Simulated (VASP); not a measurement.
Input of a VASP 6.6.1 run:

The input INCAR:

```
ALGO = Normal ; EDIFF = 1E-7
ENCUT = 520 ; GGA = PE
ISIF = 2 ; ISMEAR = -1
LASPH = T ; LCHARG = T
LELF = T ; LREAL = F
LVHAR = T ; LWAVE = F
NBANDS = 16 ; NELM = 100
PREC = Accurate ; SIGMA = 0.05
```

KPOINTS

```
k-points
0
Gamma
  10 10 10
```

The input POSCAR:

```
CuO
1.0
    2.5354188817      0.0000000000      0.0000000000
    0.0000000000      2.5354188817      0.0000000000
    0.0000000000      0.0000000000      2.5354188817
Cu O
1 1
Direct
    0.0000000000      0.0000000000      0.0000000000
    0.5000000000      0.5000000000      0.5000000000
```

Potentials or basis: VASP PAW PBE potentials, release 64 (Cu, O).

Launch:

```sh
$ cat potpaw_PBE.64/Cu/POTCAR potpaw_PBE.64/O/POTCAR > POTCAR
$ mpirun -np 1 vasp_std > vasp.out
```

Q: Estimate the pressure.

A: 26.7 GPa.

Caveat: an odd number of electrons without spin polarisation forces a metal; a magnetic or distorted state may lie lower.
